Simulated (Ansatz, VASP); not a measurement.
**InCuO in VASP and in Ansatz**

```
In Cu O
1.0
     3.48848    0.00000    0.00000
     0.00000    3.48848    0.00000
     0.00000    0.00000    2.56674
In Cu O
1 1 1
Direct
  0.50000 0.50000 0.50000
  0.00000 0.00000 0.00000
  0.00000 0.00000 0.50000
```

Alike in both runs: task relaxation of cell and atoms; functional PBE; k mesh 6 × 6 × 6; occupations gaussian, width 0.1 eV; collinear spin.

|  | VASP | Ansatz |
| --- | --- | --- |
| version | VASP 6.6.1 | Ansatz 0.2.0 |
| potentials or method | VASP PAW PBE potentials, release 64 (In_d, Cu, O), cutoff 600 eV | scalar-relativistic, plane waves, PAW |
| valence electrons in the cell | 30 | 38 |

```tsv
	VASP	Ansatz	Ansatz less VASP
gap on the k mesh at the Fermi level, each at its own relaxed structure (eV)	none	none	-
net moment per atom (μB)	0.00	0.00	0.000
relaxed volume (Å³/atom)	17.54	17.89	+0.356
relaxed cell length with the largest relative difference (Å)	3.596	3.643	+0.0475
```

A gap of «none» marks a metal or a gap that the smearing closes. VASP's potentials hold 30 valence electrons a cell and Ansatz's 38, so a difference there can come from the potentials and not from the codes. Ansatz's warnings: seeded moment not kept.

The k mesh is coarse, so the values compare programs but aren't converged. Noted on VASP's run: the volume moved by over 15 % at a fixed basis, so the end points are rough.
